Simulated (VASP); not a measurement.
Set up this calculation in VASP 6.6.1, as the native input.

```
Task                   : single point
Functional             : PBEsol
Potentials or basis    : VASP PAW PBE potentials, release 64 (Si, C)
Cutoff                 : 600 eV
k mesh                 : 10 × 10 × 10
Occupations            : fermi-dirac, width 0.05 eV
Spin                   : no spin polarisation
Dipole correction      : no
Further INCAR settings : ALGO = Normal; EDIFF = 1e-06; NBANDS = 11
```

The structure of SiC (Moissanite 3C) lies in POSCAR:

```
SiC
1.0
    0.0000000000      2.1627561847      2.1627561847
    2.1627561847      0.0000000000      2.1627561847
    2.1627561847      2.1627561847      0.0000000000
Si C
1 1
Direct
    0.0000000000      0.0000000000      0.0000000000
    0.7500000000      0.7500000000      0.7500000000
```

These files were run (other wordings do the same):

INCAR

```
PREC = Accurate
ENCUT = 600
EDIFF = 1E-6
ISMEAR = -1
SIGMA = 0.05
LREAL = False
LASPH = True
NELM = 120
ALGO = Normal
ISIF = 2
LWAVE = False
LCHARG = False
GGA = PS
NBANDS = 11
GGA_COMPAT = False
```

KPOINTS

```
regular mesh
0
Gamma
  10 10 10
```

Potentials or basis: VASP PAW PBE potentials, release 64 (Si, C).

Command:

```bash
$ cat potpaw_PBE.64/Si/POTCAR potpaw_PBE.64/C/POTCAR > POTCAR
$ mpirun -np 1 vasp_std > vasp.out
```

It gave:

The pressure is 5.2 GPa and the band gap on the k mesh is 1.21 eV, indirect (least direct gap 4.47 eV).

Caveat: the PAW data sets were made with another functional, which shifts forces and pressure a little.

Run time: 5.4 s on 1 thread of Intel(R) Xeon(R) Platinum 8488C (Sapphire Rapids), on a shared host, peak memory 0.13 GiB.
